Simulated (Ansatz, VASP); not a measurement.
**One calculation of Bi, two programs**

```xyz
1
Lattice="0.0000 2.4731 2.4731 2.4731 0.0000 2.4731 2.4731 2.4731 0.0000" Properties=species:S:1:pos:R:3 pbc="T T T"
Bi    0.0000    0.0000    0.0000
```

Alike in both runs: functional PBEsol; k mesh 14 × 14 × 14; occupations gaussian, width 0.1 eV; no spin polarisation.

Ansatz relaxed the structure, and its values are those at the end. VASP's run is a single point on that final structure, the one shown.

|  | VASP | Ansatz |
| --- | --- | --- |
| version | VASP 6.6.1 | Ansatz 0.2.0 |
| potentials or method | VASP PAW PBE potentials, release 64 (Bi_d), cutoff 520 eV | scalar-relativistic, plane waves, PAW |
| valence electrons in the cell | 15 | 15 |

Ansatz gave:

- gap on the k mesh at the Fermi level (eV): none
- pressure (GPa): 0.0

Task: Estimate VASP's values.

Result: gap on the k mesh at the Fermi level (eV): none; pressure (GPa): -0.1.

VASP's potentials were made for PBE, not for PBEsol. A gap of «none» marks a metal or a gap that the smearing closes.

Spin-orbit coupling is off throughout.
